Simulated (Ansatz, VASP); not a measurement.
## Two plane-wave programs on BaS

Contents of POSCAR:

```
BaS
1.0
    0.0000000000      3.5194117709      3.5194117709
    3.5194117709      0.0000000000      3.5194117709
    3.5194117709      3.5194117709      0.0000000000
Ba S
1 1
Direct
    0.0000000000      0.0000000000      0.0000000000
    0.2500000000      0.2500000000      0.2500000000
```

The input INCAR.step1:

```
PREC     = Accurate       # precision mode
ENCUT    = 520            # plane-wave cutoff, eV
EDIFF    = 1E-5           # SCF threshold, eV
ISMEAR   = 0              # smearing method
SIGMA    = 0.01           # smearing width, eV
LREAL    = False          # projectors in reciprocal space
LASPH    = True           # aspherical terms in the spheres
NELM     = 80             # most SCF steps
ALGO     = Normal         # electronic algorithm
ISIF     = 2              # what is computed and relaxed
LWAVE    = True           # write WAVECAR
LCHARG   = False          # write CHGCAR
NBANDS   = 15             # bands
GGA      = PE             # functional
```

File INCAR.step2:

```
PREC     = Accurate       # precision mode
ENCUT    = 520            # plane-wave cutoff, eV
EDIFF    = 1E-7           # SCF threshold, eV
ISMEAR   = 0              # smearing method
SIGMA    = 0.01           # smearing width, eV
LREAL    = False          # projectors in reciprocal space
LASPH    = True           # aspherical terms in the spheres
NELM     = 80             # most SCF steps
ALGO     = Normal         # electronic algorithm
ISIF     = 2              # what is computed and relaxed
LWAVE    = False          # write WAVECAR
LCHARG   = False          # write CHGCAR
METAGGA  = R2SCAN         # meta-GGA
LHFCALC  = True           # exact exchange
AEXX     = 0.25           # exact-exchange fraction
LMIXTAU  = True         
PRECFOCK = Normal       
NBANDS   = 15             # bands
ISTART   = 1
```

The input KPOINTS:

```
Automatic mesh
0
Gamma
  4 4 4
```

Input for Ansatz:

```yaml
crystal:
  lattice:
    - [0.0, 3.5194117709, 3.5194117709]
    - [3.5194117709, 0.0, 3.5194117709]
    - [3.5194117709, 3.5194117709, 0.0]
  atoms:
    - { symbol: Ba, position: [0.0, 0.0, 0.0] }
    - { symbol: S, position: [0.25, 0.25, 0.25] }
kpoints:
  mp_grid: { grid: [4, 4, 4] }
  band_path:
    path:
      - [0.0, 0.0, 0.0]
      - [-0.5, -0.5, 0.0]
      - [-0.375, -0.375, 0.25]
      - [-0.375, 0.0, 0.375]
      - [0.0, 0.0, 0.5]
      - [-0.5, -0.25, 0.25]
      - [0.25, -0.5, -0.25]
    npoints: 1
hamiltonian:
  xc: r2scan0
scf:
  occupations: { method: fixed }
  n_extra_bands: 4
output:
  forces: true
  stress: true
  eigenvalues: true
  write_density: true
  write_potential: true
  elf: true
  volumetric_format: npy
```

Alike in both runs: task single point; functional r2SCAN0; k mesh 4 × 4 × 4; no spin polarisation.

|  | VASP | Ansatz |
| --- | --- | --- |
| version | VASP 6.6.1 | Ansatz 0.2.0 |
| potentials or method | VASP PAW PBE potentials, release 64 (Ba_sv, S) | plane waves, PAW |
| plane-wave cutoff (eV) | 520 | 500 |
| occupations | gaussian, width 0.01 eV | fixed |
| valence electrons in the cell | 16 | 16 |

|  | VASP | Ansatz | Ansatz less VASP |
| --- | --- | --- | --- |
| gap on the k mesh at the Fermi level (eV) | 4.48 | 4.46 | -0.019 |
| pressure (GPa) | 0.2 | -0.1 | -0.34 |

VASP's potentials were made for PBE, not for r2SCAN0. Ansatz's warnings: stress exchange threshold loose, stress scf threshold loose.

Neither program's run includes spin-orbit coupling.
